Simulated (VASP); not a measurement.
# Ti (P6_3/mmc) in VASP: notebook

Ti is run at these levels: PBEsol; tasks: single point.

All numbers are computed with VASP 6.6.1; they aren't measurements. Logs are shortened: lines on timing, memory, paths and dates and some standing lists are left out, and cuts for length are marked.

**1. The cell of the first run**

Symmetry: P6_3/mmc, No. 194, hexagonal system. The conventional cell has a = 2.895 Å, b = 2.895 Å, c = 9.265 Å, α = 90.00°, β = 90.00°, γ = 120.00°. Ti (site symmetry -3m) has 12 Ti at 2.86 to 2.90 Å within 3.8 Å. Within 3.8 Å of Ti (site symmetry -6m2) lie 12 Ti at 2.86 to 2.90 Å.

**2. Single point, PBEsol**

Input file INCAR:

```
SYSTEM = Ti
ALGO = Normal
EDIFF = 1E-6
ENCUT = 520
GGA = PS
ISIF = 2
ISMEAR = -1
LASPH = .TRUE.
LCHARG = .FALSE.
LREAL = .FALSE.
LWAVE = .FALSE.
NBANDS = 32
NELM = 100
PREC = Accurate
SIGMA = 0.1
```

Input file KPOINTS:

```
k-points
0
G
  12 12 4
  0 0 0
```

Input file POSCAR:

```
Ti
1.0
    2.8953043781      0.0000000000      0.0000000000
   -1.4476521890      2.5074071431      0.0000000000
    0.0000000000      0.0000000000      9.2650696379
Ti
4
Direct
    0.0000000000      1.0000000000      0.0000000000
    0.0000000000      1.0000000000      0.5000000000
    0.3333333333      0.6666666667      0.2500000000
    0.6666666667      0.3333333333      0.7500000000
```

Potentials or basis: VASP PAW PBE potentials, release 64 (Ti_sv).

Launch:

```
$ cat potpaw_PBE.64/Ti_sv/POTCAR > POTCAR
$ mpirun -np 1 vasp_std > vasp.out
```

OUTCAR:

```text
SYSTEM = Ti
   EDIFF = 1E-6
   ENCUT = 520
   GGA = PS
   ISIF = 2
   ISMEAR = -1
   LASPH = .TRUE.
   LREAL = .FALSE.
   NELM = 100
   PREC = Accurate

 ion  position               nearest neighbor table
   1  0.000  0.000  0.000-   3 2.86   4 2.86   3 2.86   4 2.86   4 2.86   3 2.86
   2  0.000  0.000  0.500-   3 2.86   4 2.86   3 2.86   4 2.86   4 2.86   3 2.86
   3  0.333  0.667  0.250-   1 2.86   2 2.86   1 2.86   2 2.86   1 2.86   2 2.86
   4  0.667  0.333  0.750-   1 2.86   2 2.86   1 2.86   2 2.86   1 2.86   2 2.86

  LATTYP: Found a hexagonal cell.
 ALAT       =     2.8953043781
 C/A-ratio  =     3.2000330286

  Lattice vectors:

 A1 = (   2.8953043781,   0.0000000000,   0.0000000000)
 A2 = (  -1.4476521890,   2.5074071431,   0.0000000000)
 A3 = (   0.0000000000,   0.0000000000,   9.2650696379)

Analysis of symmetry for initial positions (statically):
=====================================================================
 Subroutine PRICEL returns:
 Original cell was already a primitive cell.

 Routine SETGRP: Setting up the symmetry group for a
 hexagonal supercell.

 Subroutine GETGRP returns: Found 24 space group operations
 (whereof 12 operations were pure point group operations)
 out of a pool of 24 trial point group operations.

The static configuration has the point symmetry D_3d.
 The point group associated with its full space group is D_6h.

Analysis of symmetry for dynamics (positions and initial velocities):
=====================================================================
 Subroutine PRICEL returns:
 Original cell was already a primitive cell.

 Routine SETGRP: Setting up the symmetry group for a
 hexagonal supercell.

 Subroutine GETGRP returns: Found 24 space group operations
 (whereof 12 operations were pure point group operations)
 out of a pool of 24 trial point group operations.

The dynamic configuration has the point symmetry D_3d.
 The point group associated with its full space group is D_6h.

 Subroutine INISYM returns: Found 24 space group operations
 (whereof 12 operations are pure point group operations),
 and found     1 'primitive' translations

----------------------------------------------------------------------------------------

                                     Primitive cell

  volume of cell :      67.2617

  direct lattice vectors                    reciprocal lattice vectors
     2.895304378  0.000000000  0.000000000     0.345386830  0.199409179  0.000000000
    -1.447652189  2.507407143  0.000000000     0.000000000  0.398818358  0.000000000
     0.000000000  0.000000000  9.265069638     0.000000000  0.000000000  0.107932270

  length of vectors
     2.895304378  2.895304378  9.265069638     0.398818358  0.398818358  0.107932270

  position of ions in fractional coordinates (direct lattice)
     0.000000000  0.000000000  0.000000000
     0.000000000  0.000000000  0.500000000
     0.333333333  0.666666667  0.250000000
     0.666666667  0.333333333  0.750000000

  ion indices of the primitive-cell ions
   primitive index   ion index
                 1           1
                 2           2
                 3           3
                 4           4

----------------------------------------------------------------------------------------

 KPOINTS: k-points

Automatic generation of k-mesh.
 Grid dimensions read from file:
 generate k-points for:   12   12    4

 Generating k-lattice:

  Cartesian coordinates                     Fractional coordinates (reciprocal lattice)
     0.028782236  0.016617432  0.000000000     0.083333333  0.000000000  0.000000000
     0.000000000  0.033234863  0.000000000     0.000000000  0.083333333  0.000000000
     0.000000000  0.000000000  0.026983068     0.000000000  0.000000000  0.250000000

  Length of vectors
     0.033234863  0.033234863  0.026983068

  Shift w.r.t. Gamma in fractional coordinates (k-lattice)
     0.000000000  0.000000000  0.000000000

 Subroutine IBZKPT returns following result:
 ===========================================

 Found     57 irreducible k-points:

 Following reciprocal coordinates:
            Coordinates               Weight
  0.000000  0.000000  0.000000      1.000000
  0.083333  0.000000  0.000000      6.000000
  0.166667  0.000000  0.000000      6.000000
  0.250000  0.000000  0.000000      6.000000
  0.333333  0.000000  0.000000      6.000000
  0.416667  0.000000  0.000000      6.000000
[... 16 lines left out ...]
  0.250000  0.000000  0.250000     12.000000
  0.333333  0.000000  0.250000     12.000000
 [... further k-points ...]
   k-points           NKPTS =     57   k-points in BZ     NKDIM =     57   number of bands    NBANDS=     32
   number of dos      NEDOS =    301   number of ions     NIONS =      4
   total plane-waves  NPLWV =  40320
   dimension x,y,z NGX =    24 NGY =   24 NGZ =   70
   dimension x,y,z NGXF=    48 NGYF=   48 NGZF=  140
   ions per type =               4
   NGX,Y,Z   is equivalent  to a cutoff of  13.78, 13.78, 12.56 a.u.
   NGXF,Y,Z  is equivalent  to a cutoff of  27.56, 27.56, 25.12 a.u.
 SYSTEM =  Ti
   PREC   = accura    normal or accurate (medium, high low for compatibility)
   ISTART =      0    job   : 0-new  1-cont  2-samecut
   ICHARG =      2    charge: 1-file 2-atom 10-const
   ISPIN  =      1    spin polarized calculation?
   LNONCOLLINEAR =      F non collinear calculations
   LSORBIT =      F    spin-orbit coupling
   LASPH  =      T    aspherical Exc in radial PAW
   ENCUT  =  520.0 eV  38.22 Ry    6.18 a.u.   5.38  5.38 17.23*2*pi/ulx,y,z
   NELM   =    100;   NELMIN=  2; NELMDL= -5     # of ELM steps
   EDIFF  = 0.1E-05   stopping-criterion for ELM
   LREAL  =      F    real-space projection
   EDIFFG = 0.1E-04   stopping-criterion for IOM
   NSW    =      0    number of steps for IOM
   IBRION =     -1    ionic relax: 0-MD 1-quasi-New 2-CG
   NFREE  =      0    steps in history (QN), initial steepest desc. (CG)
   ISIF   =      2    stress and relaxation
   ISYM   =      2    0-nonsym 1-usesym 2-fastsym
   POTIM  = 0.5000    time-step for ionic-motion
   TEBEG  =    0.0;   TEEND  =   0.0 temperature during run
   PSTRESS=    0.0 pullay stress
   NELECT =      48.0000    total number of electrons
   NUPDOWN=      -1.0000    fix difference up-down
   EMIN   =  10.00;   EMAX   =-10.00  energy-range for DOS
   EFERMI =   0.00;   METHOD = LEGACY
   ISMEAR =    -1;   SIGMA  =   0.10  broadening in eV -4-tet -1-fermi 0-gaus
   EFERMI_NEDOS =   21; number of points for ismear=-14 and -15
   IALGO  =     38    algorithm
   IMIX   =      4    mixing-type and parameters
     AMIX     =   0.40;   BMIX     =  1.00
     AMIX_MAG =   1.60;   BMIX_MAG =  1.00
  volume/ion in A,a.u.               =      16.82       113.48
  Fermi-wavevector in a.u.,A,eV,Ry     =   1.462961  2.764595 29.119923  2.140254
  Thomas-Fermi vector in A             =   2.579112
   LORBIT       =      0    0 simple, 1 ext, 2 COOP (PROOUT), +10 PAW based schemes
   GGA     = PS    functional components
   LHFCALC =     F    Hartree Fock is set to
   AEXX    =    0.0000 exact exchange contribution
   IVDW    =     0    specifies the selected vdW correction
   LEPSILON=     F    determine dielectric tensor
   LRPA    =     F    only Hartree local field effects (RPA)
 non-spin polarized calculation
  energy-cutoff  :      520.00
  volume of cell :       67.26
 maximum number of plane-waves:      1847
 NGX is ok and might be reduce to    24
   NGX = 11   NGY = 11   NGZ = 35

 number of electron      47.9999986 magnetization

 Free energy of the ion-electron system (eV)
  ---------------------------------------------------
  ext. energy  EPLUGINS =         0.00000000
  ---------------------------------------------------
  free energy    TOTEN  =       -33.27726914 eV

  energy without entropy =      -33.07144383  energy(sigma->0) =      -33.17435648

 E-fermi :   8.4695     XC(G=0): -11.7925

 val. band max:        8.4659253017   @ k =   0.4167   0.0833   0.0000
 cond. band min:       8.4878465385   @ k =   0.2500   0.1667   0.0000
 fundamental gap:      0.0219212368
 Fermi energy:         8.4694549207

 k-point     1 :       0.0000    0.0000    0.0000
  band No.  band energies     occupation
      1     -48.0104      2.00000
      2     -47.9418      2.00000
      3     -47.9261      2.00000
      4     -47.8563      2.00000
      5     -24.7078      2.00000
      6     -24.3394      2.00000
[... 24 lines left out ...]
     31       9.7021      0.00001
     32       9.7021      0.00001

 k-point     2 :       0.0833    0.0000    0.0000
  band No.  band energies     occupation
      1     -48.0024      2.00000
      2     -47.9360      2.00000
      3     -47.9203      2.00000
      4     -47.8529      2.00000
      5     -24.6906      2.00000
      6     -24.3453      2.00000
[... 24 lines left out ...]
     31       9.7480      0.00001
     32       9.8275      0.00000

 k-point     3 :       0.1667    0.0000    0.0000
  band No.  band energies     occupation
      1     -47.9799      2.00000
      2     -47.9201      2.00000
      3     -47.9045      2.00000
      4     -47.8438      2.00000
      5     -24.6420      2.00000
      6     -24.3735      2.00000
[... 24 lines left out ...]
     31      10.1076      0.00000
     32      10.1265      0.00000

 k-point     4 :       0.2500    0.0000    0.0000
  band No.  band energies     occupation
      1     -47.9479      2.00000
      2     -47.8983      2.00000
      3     -47.8828      2.00000
      4     -47.8326      2.00000
      5     -24.5718      2.00000
      6     -24.4466      2.00000
[... 654 lines left out ...]
     31       9.8954      0.00000
     32      10.0414      0.00000

 k-point    23 :       0.2500    0.0000    0.2500
  band No.  band energies     occupation
      1     -47.9436      2.00000
      2     -47.9137      2.00000
      3     -47.8673      2.00000
      4     -47.8370      2.00000
      5     -24.5619      2.00000
      6     -24.4860      2.00000
[... 24 lines left out ...]
     31      10.2891      0.00000
     32      10.6125      0.00000

 k-point    24 :       0.3333    0.0000    0.2500
  band No.  band energies     occupation
      1     -47.9100      2.00000
      2     -47.8872      2.00000
      3     -47.8501      2.00000
      4     -47.8271      2.00000
      5     -24.5581      2.00000
      6     -24.5131      2.00000
[... 24 lines left out ...]
     31      10.7404      0.00000
     32      11.2653      0.00000

 [... further k-points ...]

------------------------ aborting loop because EDIFF is reached ----------------------------------------

  FORCE on cell =-STRESS in cart. coord.  units (eV):
  Direction    XX          YY          ZZ          XY          YZ          ZX
  --------------------------------------------------------------------------------------
  -------------------------------------------------------------------------------------
  Total       -0.0911909     -0.0911909     -0.1071657     -0.0000000      0.0000000     -0.0000000
  in kB       -2.1721715     -2.1721715     -2.5526927     -0.0000000      0.0000000     -0.0000000
  external PRESSURE =      -2.2990119 kB  Pullay stress =       0.0000000 kB

 VOLUME and BASIS-vectors are now :
 -----------------------------------------------------------------------------
  energy-cutoff  :      520.00
  volume of cell :       67.26
      direct lattice vectors                 reciprocal lattice vectors
     2.895304378  0.000000000  0.000000000     0.345386830  0.199409179  0.000000000
    -1.447652189  2.507407143  0.000000000     0.000000000  0.398818358  0.000000000
     0.000000000  0.000000000  9.265069638     0.000000000  0.000000000  0.107932270

 POSITION                                       TOTAL-FORCE (eV/Angst)
 -----------------------------------------------------------------------------------
      0.00000      0.00000      0.00000        -0.000000      0.000000      0.000000
      0.00000      0.00000      4.63253        -0.000000      0.000000      0.000000
     -0.00000      1.67160      2.31627         0.000000     -0.000000      0.000000
      1.44765      0.83580      6.94880        -0.000000      0.000000     -0.000000
 -----------------------------------------------------------------------------------
    total drift:                               -0.000000      0.000000      0.000000

  FREE ENERGIE OF THE ION-ELECTRON SYSTEM (eV)
  ---------------------------------------------------
  free  energy   TOTEN  =       -33.2772691418 eV

  energy  without entropy=      -33.0714438281  energy(sigma->0) =      -33.17435648
```

It took 2.2 min on 1 thread of Intel Xeon 8259CL, shared host; peak memory 0.24 GiB.

What came out:

- Free energy: -33.2773 eV
- Pressure: -0.2 GPa
- Band gap on the k mesh: zero (bands 24 and 25 overlap by 1.11 eV)

Levels at points of the mesh, in eV from the Fermi level:
```csv
k point,band 20,band 21,band 22,band 23,band 24,band 25,band 26,band 27,band 28,band 29
"(0.00, 0.00, 0.00)",-2.69,0.11,0.14,0.69,0.69,0.76,0.76,0.87,0.97,1.10
"(0.50, 0.00, 0.00)",-1.92,-1.32,-1.25,-1.08,-0.07,0.07,0.62,1.15,1.52,1.92
"(0.00, 0.00, 0.50)",-3.02,0.24,0.24,0.67,0.67,0.83,0.83,0.83,0.83,1.00
"(0.50, 0.00, 0.50)",-2.39,-1.56,-1.56,-0.19,-0.19,0.75,0.75,0.97,0.97,1.49
```

Caveat: the PAW data sets were made with another functional, which shifts forces and pressure a little.

[end of part 1 of 2]
